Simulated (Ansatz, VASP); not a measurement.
## Two plane-wave programs on Be2S3

```
Be S
1.0
     3.54980    0.00000    0.00000
     0.00000    3.54980    0.00000
     0.00000    0.00000    6.64577
Be S
2 3
Direct
  0.50000 0.00000 0.81450
  0.00000 0.50000 0.18550
  0.50000 0.50000 0.65413
  0.50000 0.50000 0.34587
  0.00000 0.00000 0.00000
```

Alike in both runs: functional PBE; k mesh 10 × 10 × 6; occupations gaussian, width 0.01 eV; no spin polarisation.

Ansatz relaxed the structure, and its values are those at the end. VASP's run is a single point on that final structure, the one shown.

```csv
,VASP,Ansatz
version,VASP 6.6.1,Ansatz 0.2.0
potentials or method,"VASP PAW PBE potentials, release 64 (Be, S), cutoff 520 eV","scalar-relativistic, plane waves, PAW"
valence electrons in the cell,22,22
```

Ansatz gave:

- gap on the k mesh at the Fermi level (eV): 0.24
- least direct gap on the mesh (eV): 0.80
- pressure (GPa): 0.0
- rms of the force components (eV/Å): 0.003

Q: Estimate VASP's values.

A: gap on the k mesh at the Fermi level (eV): 0.27; least direct gap on the mesh (eV): 0.82; pressure (GPa): -0.2; rms of the force components (eV/Å): 0.042.
